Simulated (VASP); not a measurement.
# Ge in VASP: notebook

Aim: see how the results for Ge move with the level of theory and the settings. Levels: LDA, r2SCAN, PBE. Tasks: single point.

All numbers are computed with VASP 6.6.1; they aren't measurements. Logs are shortened: lines on timing, memory, paths and dates and some standing lists are left out, and cuts for length are marked.

## Step 1: The cell of the first run

The structure is trigonal, space group P-3m1 (No. 164). The conventional cell has a = 4.090 Å, b = 4.090 Å, c = 3.327 Å, α = 90.00°, β = 90.00°, γ = 120.00°. Within 3.4 Å of Ge (site symmetry 3m) lie 8 Ge at 2.54 to 3.36 Å.

## Step 2: Single point, LDA

INCAR

```
SYSTEM = Ge
PREC     = Accurate       ! precision mode
ENCUT    = 520            ! plane-wave cutoff, eV
EDIFF    = 1E-7           ! SCF threshold, eV
ISMEAR   = -1             ! smearing method
SIGMA    = 0.05           ! smearing width, eV
LREAL    = .False.        ! projectors in reciprocal space
LASPH    = .True.         ! aspherical terms in the spheres
NELM     = 80             ! most SCF steps
ALGO     = Normal         ! electronic algorithm
ISIF     = 2              ! what is computed and relaxed
LWAVE    = .False.        ! write WAVECAR
LCHARG   = .False.        ! write CHGCAR
GGA      = CA             ! functional
NBANDS   = 21             ! bands
```

KPOINTS

```
Automatic mesh
0
Gamma
  4 4 5
  0 0 0
```

POSCAR

```
Ge
1.0
    4.0904100000      0.0000000000      0.0000000000
   -2.0452000000      3.5424000000      0.0000000000
    0.0000000000      0.0000000000      3.3265800000
Ge
2
Direct
    0.6666700000      0.3333300000      0.1408600000
    0.3333300000      0.6666700000      0.8591400000
```

Potentials or basis: VASP PAW LDA potentials, release 64 (Ge_d).

Run with:

```console
cat potpaw_LDA.64/Ge_d/POTCAR > POTCAR
mpirun -np 1 vasp_std > vasp.out
```

OUTCAR:

```text
SYSTEM = Ge
   PREC = Accurate
   ENCUT = 520
   EDIFF = 1E-7
   ISMEAR = -1
   LREAL = .False.
   LASPH = .True.
   NELM = 80
   ISIF = 2
   GGA = CA

 ion  position               nearest neighbor table
   1  0.667  0.333  0.141-   2 2.54   2 2.54   2 2.54
   2  0.333  0.667  0.859-   1 2.54   1 2.54   1 2.54

  LATTYP: Found a hexagonal cell.
 ALAT       =     4.0904100000
 C/A-ratio  =     0.8132632181

  Lattice vectors:

 A1 = (   4.0904100000,   0.0000000000,   0.0000000000)
 A2 = (  -2.0452000000,   3.5424000000,   0.0000000000)
 A3 = (   0.0000000000,   0.0000000000,   3.3265800000)

Analysis of symmetry for initial positions (statically):
=====================================================================
 Subroutine PRICEL returns:
 Original cell was already a primitive cell.

 Routine SETGRP: Setting up the symmetry group for a
 hexagonal supercell.

 Subroutine GETGRP returns: Found  4 space group operations
 (whereof  4 operations were pure point group operations)
 out of a pool of 24 trial point group operations.

The static configuration has the point symmetry C_2h.

Analysis of symmetry for dynamics (positions and initial velocities):
=====================================================================
 Subroutine PRICEL returns:
 Original cell was already a primitive cell.

 Routine SETGRP: Setting up the symmetry group for a
 hexagonal supercell.

 Subroutine GETGRP returns: Found  4 space group operations
 (whereof  4 operations were pure point group operations)
 out of a pool of 24 trial point group operations.

The dynamic configuration has the point symmetry C_2h.

 Subroutine INISYM returns: Found  4 space group operations
 (whereof  4 operations are pure point group operations),
 and found     1 'primitive' translations

----------------------------------------------------------------------------------------

                                     Primitive cell

  volume of cell :      48.2017

  direct lattice vectors                    reciprocal lattice vectors
     4.090410000  0.000000000  0.000000000     0.244474270  0.141146900  0.000000000
    -2.045200000  3.542400000  0.000000000     0.000000000  0.282294490  0.000000000
     0.000000000  0.000000000  3.326580000     0.000000000  0.000000000  0.300609034

[... 75 lines left out ...]
   ISTART =      0    job   : 0-new  1-cont  2-samecut
   ICHARG =      2    charge: 1-file 2-atom 10-const
   ISPIN  =      1    spin polarized calculation?
   LNONCOLLINEAR =      F non collinear calculations
   LSORBIT =      F    spin-orbit coupling
   LASPH  =      T    aspherical Exc in radial PAW
   ENCUT  =  520.0 eV  38.22 Ry    6.18 a.u.   7.61  7.61  6.19*2*pi/ulx,y,z
   NELM   =     80;   NELMIN=  2; NELMDL= -5     # of ELM steps
   EDIFF  = 0.1E-06   stopping-criterion for ELM
   LREAL  =      F    real-space projection
   EDIFFG = 0.1E-05   stopping-criterion for IOM
   NSW    =      0    number of steps for IOM
   IBRION =     -1    ionic relax: 0-MD 1-quasi-New 2-CG
   NFREE  =      0    steps in history (QN), initial steepest desc. (CG)
   ISIF   =      2    stress and relaxation
   ISYM   =      2    0-nonsym 1-usesym 2-fastsym
   POTIM  = 0.5000    time-step for ionic-motion
   TEBEG  =    0.0;   TEEND  =   0.0 temperature during run
   PSTRESS=    0.0 pullay stress
   NELECT =      28.0000    total number of electrons
   NUPDOWN=      -1.0000    fix difference up-down
   EMIN   =  10.00;   EMAX   =-10.00  energy-range for DOS
   EFERMI =   0.00;   METHOD = LEGACY
   ISMEAR =    -1;   SIGMA  =   0.05  broadening in eV -4-tet -1-fermi 0-gaus
   EFERMI_NEDOS =   21; number of points for ismear=-14 and -15
   IALGO  =     38    algorithm
   IMIX   =      4    mixing-type and parameters
     AMIX     =   0.40;   BMIX     =  1.00
     AMIX_MAG =   1.60;   BMIX_MAG =  1.00
  volume/ion in A,a.u.               =      24.10       162.64
  Fermi-wavevector in a.u.,A,eV,Ry     =   1.365966  2.581302 25.386626  1.865864
  Thomas-Fermi vector in A             =   2.492148
   LORBIT       =      0    0 simple, 1 ext, 2 COOP (PROOUT), +10 PAW based schemes
   GGA     = CA    functional components
   LHFCALC =     F    Hartree Fock is set to
   AEXX    =    0.0000 exact exchange contribution
   IVDW    =     0    specifies the selected vdW correction
   LEPSILON=     F    determine dielectric tensor
   LRPA    =     F    only Hartree local field effects (RPA)
 non-spin polarized calculation
  energy-cutoff  :      520.00
  volume of cell :       48.20
 maximum number of plane-waves:      1308
   NGX = 15   NGY = 15   NGZ = 13

 number of electron      27.9999959 magnetization

 Free energy of the ion-electron system (eV)
  ---------------------------------------------------
  ext. energy  EPLUGINS =         0.00000000
  ---------------------------------------------------
  free energy    TOTEN  =        -9.60405283 eV

  energy without entropy =       -9.59630532  energy(sigma->0) =       -9.60017908

 E-fermi :   3.6025     XC(G=0): -10.1237

 val. band max:        3.5713270601   @ k =   0.5000   0.0000   0.0000
 cond. band min:       3.7609865255   @ k =   0.0000   0.0000   0.2000
 fundamental gap:      0.1896594654
 Fermi energy:         3.6025216340

 k-point     1 :       0.0000    0.0000    0.0000
  band No.  band energies     occupation
      1     -20.7359      2.00000
      2     -20.7358      2.00000
      3     -20.6878      2.00000
      4     -20.6684      2.00000
      5     -20.6684      2.00000
      6     -20.6679      2.00000
[... 565 lines left out ...]
     20      15.5492      0.00000
     21      15.7479      0.00000

 [... further k-points ...]

------------------------ aborting loop because EDIFF is reached ----------------------------------------

  FORCE on cell =-STRESS in cart. coord.  units (eV):
  Direction    XX          YY          ZZ          XY          YZ          ZX
  --------------------------------------------------------------------------------------
  -------------------------------------------------------------------------------------
  Total       -1.9164357     -1.9161499     -1.2083165      0.0002458      0.0001727     -0.0002991
  in kB      -63.7004393    -63.6909388    -40.1632534      0.0081698      0.0057405     -0.0099422
  external PRESSURE =     -55.8515439 kB  Pullay stress =       0.0000000 kB

 VOLUME and BASIS-vectors are now :
 -----------------------------------------------------------------------------
  energy-cutoff  :      520.00
  volume of cell :       48.20
      direct lattice vectors                 reciprocal lattice vectors
     4.090410000  0.000000000  0.000000000     0.244474270  0.141146900  0.000000000
    -2.045200000  3.542400000  0.000000000     0.000000000  0.282294490  0.000000000
     0.000000000  0.000000000  3.326580000     0.000000000  0.000000000  0.300609034

 POSITION                                       TOTAL-FORCE (eV/Angst)
 -----------------------------------------------------------------------------------
      2.04523      1.18079      0.46858        -0.000259      0.000149     -0.048014
     -0.00002      2.36161      2.85800         0.000259     -0.000149      0.048014
 -----------------------------------------------------------------------------------
    total drift:                                0.000000      0.000000      0.000000

  FREE ENERGIE OF THE ION-ELECTRON SYSTEM (eV)
  ---------------------------------------------------
  free  energy   TOTEN  =        -9.6040528311 eV

  energy  without entropy=       -9.5963053204  energy(sigma->0) =       -9.60017908
```

OSZICAR:

```text
N       E                     dE             d eps       ncg     rms          rms(c)
DAV:   1     0.186905081146E+03    0.18691E+03   -0.14910E+04  1255   0.349E+03
DAV:   2     0.176297934052E+02   -0.16928E+03   -0.16395E+03  1139   0.587E+02
DAV:   3    -0.875541159652E+01   -0.26385E+02   -0.26190E+02  1309   0.142E+02
DAV:   4    -0.967547383741E+01   -0.92006E+00   -0.91944E+00  1249   0.306E+01
DAV:   5    -0.969093338334E+01   -0.15460E-01   -0.15459E-01  1284   0.437E+00    0.239E+00
DAV:   6    -0.963221363275E+01    0.58720E-01   -0.25381E-02  1426   0.224E+00    0.136E+00
DAV:   7    -0.960362280689E+01    0.28591E-01   -0.45177E-02  1305   0.261E+00    0.124E-01
DAV:   8    -0.960403874159E+01   -0.41593E-03   -0.99157E-03  1274   0.135E+00    0.474E-02
DAV:   9    -0.960405174258E+01   -0.13001E-04   -0.29374E-04  1290   0.206E-01    0.266E-02
DAV:  10    -0.960405249926E+01   -0.75668E-06   -0.18360E-05  1427   0.591E-02    0.802E-03
DAV:  11    -0.960405289112E+01   -0.39186E-06   -0.13350E-06  1242   0.160E-02    0.160E-03
DAV:  12    -0.960405283108E+01    0.60035E-07   -0.25945E-07  1113   0.486E-03
   1 F= -.96040528E+01 E0= -.96001791E+01  d E =-.774751E-02
```

stdout:

```text
POSCAR found type information on POSCAR Ge
 POSCAR found :  1 types and       2 ions
 scaLAPACK will be used
 LDA part: xc-table for (Slater(with rela. corr.)+CA(PZ))
 , standard interpolation
 POSCAR, INCAR and KPOINTS ok, starting setup
 FFT: planning ... GRIDC
 FFT: planning ... GRID_SOFT
 FFT: planning ... GRID
 WAVECAR not read
 entering main loop
```

It took 11 s on 1 thread of Intel Xeon Platinum 8559C (Emerald Rapids), shared host; peak memory 0.15 GiB.

What came out:

- Free energy: -9.6041 eV
- Pressure: -5.6 GPa
- Largest force: 0.048 eV/Å
- Band gap on the k mesh: zero (band 14 reaches 6.03 eV, above the bottom of band 15 at 2.74 eV)

Forces in eV/Å, atoms in the order of the input:
```
Ge   0.000  0.000 -0.048
Ge   0.000  0.000  0.048
```

Levels at points of the mesh, in eV from the Fermi level:
| k point | band 12 | band 13 | band 14 | band 15 | band 16 | band 17 |
| --- | --- | --- | --- | --- | --- | --- |
| (0.00, 0.00, 0.00) | -2.31 | -0.67 | -0.67 | 2.70 | 3.32 | 3.32 |
| (0.50, 0.00, 0.00) | -7.81 | -2.19 | -0.03 | 3.68 | 4.09 | 7.34 |
| (0.50, 0.50, 0.00) | -7.81 | -2.19 | -0.03 | 3.68 | 4.09 | 7.34 |

Caveat: the k points lie up to 0.44 Å⁻¹ apart.

## Step 3: Single point, r2SCAN

POSCAR is that of step 2.

INCAR.step1

```
PREC = Accurate
ENCUT = 520
ISMEAR = -1
SIGMA = 0.05
LREAL = F
LASPH = T
NELM = 60
NBANDS = 21
GGA = PE
ALGO = Normal
EDIFF = 1E-4
LWAVE = T
LCHARG = F
```

INCAR.step2

```
PREC = Accurate
ENCUT = 520
EDIFF = 1E-6
ISMEAR = -1
SIGMA = 0.05
LREAL = F
LASPH = T
NELM = 60
ALGO = Normal
ISIF = 2
LWAVE = F
LCHARG = T
METAGGA = R2SCAN
LMIXTAU = T
LELF = T
LVHAR = T
NBANDS = 21
ISTART = 1
```

KPOINTS

```
Automatic mesh
0
Gamma
  4 4 5
```

Potentials or basis: VASP PAW PBE potentials, release 64 (Ge_d).

Run with:

```console
cat potpaw_PBE.64/Ge_d/POTCAR > POTCAR
cp INCAR.step1 INCAR
mpirun -np 1 vasp_std > vasp.out
cp INCAR.step2 INCAR
mpirun -np 1 vasp_std > vasp.out
```

OUTCAR:

```text
PREC = Accurate
   ENCUT = 520
   EDIFF = 1E-6
   ISMEAR = -1
   LREAL = F
   LASPH = T
   NELM = 60
   ISIF = 2
   METAGGA = R2SCAN
   ISTART = 1

 ion  position               nearest neighbor table
   1  0.667  0.333  0.141-   2 2.54   2 2.54   2 2.54
   2  0.333  0.667  0.859-   1 2.54   1 2.54   1 2.54

  LATTYP: Found a hexagonal cell.
 ALAT       =     4.0904100000
 C/A-ratio  =     0.8132632181

  Lattice vectors:

[... 761 lines left out ...]

------------------------ aborting loop because EDIFF is reached ----------------------------------------

  FORCE on cell =-STRESS in cart. coord.  units (eV):
  Direction    XX          YY          ZZ          XY          YZ          ZX
  --------------------------------------------------------------------------------------
  -------------------------------------------------------------------------------------
  Total       -1.6258359     -1.6254763     -0.1218430      0.0003100      0.0001646     -0.0002850
  in kB      -54.0411877    -54.0292332     -4.0499424      0.0103038      0.0054705     -0.0094740
  external PRESSURE =     -37.3734545 kB  Pullay stress =       0.0000000 kB

 VOLUME and BASIS-vectors are now :
 -----------------------------------------------------------------------------
  energy-cutoff  :      520.00
  volume of cell :       48.20
      direct lattice vectors                 reciprocal lattice vectors
     4.090410000  0.000000000  0.000000000     0.244474270  0.141146900  0.000000000
    -2.045200000  3.542400000  0.000000000     0.000000000  0.282294490  0.000000000
     0.000000000  0.000000000  3.326580000     0.000000000  0.000000000  0.300609034

 POSITION                                       TOTAL-FORCE (eV/Angst)
 -----------------------------------------------------------------------------------
      2.04523      1.18079      0.46858        -0.000220      0.000127     -0.093771
     -0.00002      2.36161      2.85800         0.000220     -0.000127      0.093771
 -----------------------------------------------------------------------------------
    total drift:                                0.000000      0.000000      0.000000

  FREE ENERGIE OF THE ION-ELECTRON SYSTEM (eV)
  ---------------------------------------------------
  free  energy   TOTEN  =       -26.8266978581 eV

  energy  without entropy=      -26.8232413718  energy(sigma->0) =      -26.82496961
```

OSZICAR.step1:

```text
N       E                     dE             d eps       ncg     rms          rms(c)
DAV:   1     0.186768597812E+03    0.18677E+03   -0.14831E+04  1260   0.355E+03
DAV:   2     0.189191041877E+02   -0.16785E+03   -0.16256E+03  1139   0.592E+02
DAV:   3    -0.745751373546E+01   -0.26377E+02   -0.26179E+02  1304   0.142E+02
DAV:   4    -0.838221839548E+01   -0.92470E+00   -0.92403E+00  1277   0.308E+01
DAV:   5    -0.839764791008E+01   -0.15430E-01   -0.15429E-01  1284   0.440E+00    0.233E+00
DAV:   6    -0.836913845517E+01    0.28509E-01   -0.18338E-02  1619   0.215E+00    0.137E+00
DAV:   7    -0.835548209692E+01    0.13656E-01   -0.34505E-02  1616   0.273E+00    0.133E-01
DAV:   8    -0.835636219075E+01   -0.88009E-03   -0.87408E-03  1261   0.120E+00    0.450E-02
DAV:   9    -0.835641608697E+01   -0.53896E-04   -0.35339E-04  1213   0.278E-01
   1 F= -.83564161E+01 E0= -.83532295E+01  d E =-.637315E-02
```

Wall time 57 s (1 thread of Intel Xeon Platinum 8559C (Emerald Rapids), shared host); peak memory 0.18 GiB.

What came out:

| Property | Result |
| --- | --- |
| Free energy | -26.8267 eV |
| Pressure | -3.7 GPa |
| Largest force | 0.094 eV/Å |
| Band gap on the k mesh | zero (band 14 reaches 6.35 eV, above the bottom of band 15 at 2.77 eV) |

Forces on the atoms (eV/Å):
```
Ge   0.000  0.000 -0.094
Ge   0.000  0.000  0.094
```

Stress tensor (GPa, compression positive):
```
-5.40  0.00  0.00
 0.00 -5.40  0.00
 0.00  0.00 -0.40
```

Caveat: the k points lie up to 0.44 Å⁻¹ apart; the PAW data sets were made with another functional, which shifts forces and pressure a little.

## Step 4: Single point, PBE

INCAR

```
ALGO = Normal
EDIFF = 1E-6
ENCUT = 520
GGA = PE
ISIF = 2
ISMEAR = -1
LASPH = True
LCHARG = True
LELF = True
LREAL = False
LVHAR = True
LWAVE = False
NBANDS = 21
NELM = 60
PREC = Accurate
SIGMA = 0.05
```

KPOINTS

```
k-points
0
Gamma
  8 8 8
```

POSCAR is that of step 3.

Run with:

```console
cat potpaw_PBE.64/Ge_d/POTCAR > POTCAR
mpirun -np 1 vasp_std > vasp.out
```

It took 49 s on 1 thread of Intel Xeon 6975P-C (Granite Rapids), shared host; peak memory 0.24 GiB.

Results (log left out):

| Quantity | Value |
| --- | --- |
| Free energy | -8.4255 eV |
| Pressure | -1.6 GPa |
| Largest force | 0.003 eV/Å |
| Band gap on the k mesh | zero (band 14 reaches 6.69 eV, above the bottom of band 15 at 1.87 eV) |

Forces on the atoms (eV/Å):
```
Ge   0.000  0.000  0.003
Ge   0.000  0.000 -0.003
```

Stress tensor (GPa, compression positive):
```
-0.30  0.00  0.00
 0.00 -0.30  0.00
 0.00  0.00 -4.19
```

Levels at points of the mesh, in eV from the Fermi level:
```csv
k point,band 11,band 12,band 13,band 14,band 15,band 16,band 17,band 18
"(0.00, 0.00, 0.00)",-11.91,-2.56,-1.04,-1.04,2.38,2.99,2.99,3.27
"(0.50, 0.00, 0.00)",-9.95,-8.13,-2.56,-0.32,3.37,3.79,7.04,8.05
"(0.50, 0.50, 0.00)",-9.95,-8.13,-2.56,-0.32,3.37,3.79,7.04,8.05
"(0.00, 0.00, 0.50)",-10.09,-6.29,0.42,0.42,0.84,2.77,3.87,3.87
"(0.50, 0.00, 0.50)",-8.21,-6.56,-3.76,-2.12,-0.94,2.38,3.85,4.85
"(0.50, 0.50, 0.50)",-8.21,-6.56,-3.76,-2.12,-0.94,2.38,3.85,4.85
```

## Step 5: Single point, PBE (atoms moved at random)

INCAR

```
SYSTEM = Ge
ALGO = Normal
EDIFF = 1E-7
ENCUT = 520
GGA = PE
ISIF = 2
ISMEAR = -1
LASPH = .True.
LCHARG = .False.
LREAL = .False.
LWAVE = .False.
NBANDS = 21
NELM = 100
PREC = Accurate
SIGMA = 0.05
```

KPOINTS

```
k-points
0
Gamma
  8 8 8
  0 0 0
```

POSCAR

```
Ge
1.0
    4.0904100000      0.0000000000      0.0000000000
   -2.0452000000      3.5424000000      0.0000000000
    0.0000000000      0.0000000000      3.3265800000
Ge
2
Direct
    0.6508290000      0.3251790000      0.1454320000
    0.3347300000      0.6778840000      0.8664140000
```

Run with:

```console
cat potpaw_PBE.64/Ge_d/POTCAR > POTCAR
mpirun -np 1 vasp_std > vasp.out
```

It took 87 s on 1 thread of Intel Xeon 6975P-C (Granite Rapids), shared host; peak memory 0.31 GiB.

It converged, with:

```yaml
Free_energy: -8.4056 eV
Pressure: -1.4 GPa
Largest_force: 0.533 eV/Å
Band_gap_on_the_k_mesh: zero (band 14 reaches 6.74 eV, above the bottom of band 15 at 1.87 eV)
```

Forces on the atoms (eV/Å):
```
Ge   0.192  0.495  0.044
Ge  -0.192 -0.495 -0.044
```

Stress tensor (GPa, compression positive):
```
-1.45 -0.56  0.55
-0.56  1.26  1.56
 0.55  1.56 -3.95
```

Levels at points of the mesh, in eV from the Fermi level:
```csv
k point,band 11,band 12,band 13,band 14,band 15,band 16,band 17,band 18
"(0.00, 0.00, 0.00)",-11.91,-2.54,-1.27,-0.80,2.42,2.70,3.21,3.33
"(0.50, 0.00, 0.00)",-10.10,-7.86,-2.63,-0.47,3.37,3.80,6.99,8.19
"(0.00, 0.50, 0.00)",-9.78,-8.43,-2.48,-0.13,3.41,3.75,7.17,7.95
"(0.50, 0.50, 0.00)",-9.98,-8.09,-2.55,-0.33,3.38,3.78,7.06,8.09
"(0.00, 0.00, 0.50)",-10.11,-6.26,0.18,0.65,0.83,2.80,3.70,4.07
"(0.50, 0.00, 0.50)",-8.37,-6.34,-3.80,-1.90,-1.03,2.21,3.90,4.72
"(0.00, 0.50, 0.50)",-8.04,-6.82,-3.66,-2.31,-0.87,2.55,3.91,5.05
"(0.50, 0.50, 0.50)",-8.25,-6.53,-3.76,-2.07,-0.94,2.32,3.93,4.86
```

Caveat: the cell differs from its parent crystal (atoms moved at random).

## Step 6: Summary

```tsv
level	potentials or basis	k mesh	gap on the mesh (eV)	pressure (GPa)	largest force (eV/Å)
LDA	VASP PAW LDA potentials, release 64 (Ge_d)	4 × 4 × 5	none	-5.6	0.05
r2SCAN	VASP PAW PBE potentials, release 64 (Ge_d)	4 × 4 × 5	none	-3.7	0.09
PBE	VASP PAW PBE potentials, release 64 (Ge_d)	8 × 8 × 8	none	-1.4	0.53
```

Some of these runs hold the atoms at other places in the same cell, which the table doesn't show; runs alike in all that it shows share one row.

Alike in all rows: task single point; no spin polarisation; cell as given; cutoff (eV) 520; smearing fermi-dirac 0.05 eV.

Caveats: some runs use coarse meshes; the PAW data sets were made with another functional, which shifts forces and pressure a little (some runs).

Total energies depend on the potentials used, so only differences within one code and one set of settings carry meaning.
